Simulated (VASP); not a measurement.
The system is Ru.

```
CELL_PARAMETERS angstrom
2.69744 0.00000 0.00000
-1.34872 2.33605 0.00000
0.00000 0.00000 4.36985
ATOMIC_POSITIONS crystal
Ru 0.33333 0.66667 0.25000
Ru 0.66667 0.33333 0.75000
```

* Program: VASP 6.6.1
* Task: relaxation of cell and atoms
* Functional: PBE
* Potentials or basis: VASP PAW PBE potentials, release 64 (Ru_pv)
* Cutoff: 600 eV
* k mesh: 18 × 18 × 10
* Occupations: fermi-dirac, width 0.1 eV
* Spin: no spin polarisation

At the start: pressure -0.1 GPa; volume 13.77 Å³/atom.

Where does the relaxation end?

Over 12 steps the energy falls by 8.4 meV/atom; space group P6_3/mmc (No. 194, to 0.05 Å).

Step by step:
```csv
step,energy change (eV),largest force (eV/Å),pressure (GPa),volume (Å³)
1,0.0000,0.0000,-0.09,27.54
2,-0.0041,0.0000,1.08,27.48
3,-0.0167,0.0000,0.27,27.51
4,-0.0167,0.0000,0.28,27.51
5,-0.0166,0.0000,-0.71,27.60
6,-0.0168,0.0000,0.04,27.54
7,-0.0168,0.0000,-0.02,27.54
8,-0.0168,0.0000,-0.02,27.54
9,-0.0168,0.0000,-0.04,27.54
10,-0.0168,0.0000,0.06,27.53
11,-0.0168,0.0000,0.09,27.53
12,-0.0168,0.0000,0.03,27.53
```

Final structure:
```
Ru
1.0
     2.72062    0.00000    0.00000
    -1.36031    2.35613    0.00000
     0.00000    0.00000    4.29521
Ru
2
Direct
  0.33333 0.66667 0.25000
  0.66667 0.33333 0.75000
```
